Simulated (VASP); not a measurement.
Input of a VASP 6.6.1 run:

Contents of POSCAR:

```
Rh
1.0
    2.8075939783      0.0000000000      0.0000000000
   -1.4037969891      2.4314477088      0.0000000000
    0.0000000000      0.0000000000      4.5246162096
Rh
2
Direct
    0.3333333333      0.6666666667      0.2500000000
    0.6666666667      0.3333333333      0.7500000000
```

The input INCAR.step1:

```
SYSTEM = Rh
ALGO = Normal ; EDIFF = 1E-4
ENCUT = 520 ; GGA = PE
ISMEAR = -1 ; LASPH = .TRUE.
LCHARG = .FALSE. ; LREAL = .FALSE.
LWAVE = .TRUE. ; NBANDS = 22
NELM = 60 ; PREC = Accurate
SIGMA = 0.1
```

Contents of INCAR.step2:

```
SYSTEM = Rh
ALGO = Normal ; EDIFF = 1E-6
ENCUT = 520 ; ISIF = 2
ISMEAR = -1 ; ISTART = 1
LASPH = .TRUE. ; LCHARG = .FALSE.
LMIXTAU = .TRUE. ; LREAL = .FALSE.
LWAVE = .FALSE. ; METAGGA = R2SCAN
NBANDS = 22 ; NELM = 60
PREC = Accurate ; SIGMA = 0.1
```

Contents of KPOINTS:

```
k-points
0
G
  15 15 8
  0 0 0
```

Potentials or basis: VASP PAW PBE potentials, release 64 (Rh_pv).

Command:

```bash
$ cat potpaw_PBE.64/Rh_pv/POTCAR > POTCAR
$ cp INCAR.step1 INCAR
$ mpirun -np 1 vasp_std > vasp.out
$ cp INCAR.step2 INCAR
$ mpirun -np 1 vasp_std > vasp.out
```

Question: Predict the pressure.

Answer: -22.7 GPa.

Question: What does it give for the band gap on the k mesh?

Answer: Zero (bands 15 and 16 overlap by 1.98 eV).

Stress tensor (GPa, compression positive):
```
-22.37   0.00   0.00
  0.00 -22.37   0.00
  0.00   0.00 -23.31
```

Caveat: the cell stands under tension; the PAW data sets were made with another functional, which shifts forces and pressure a little.
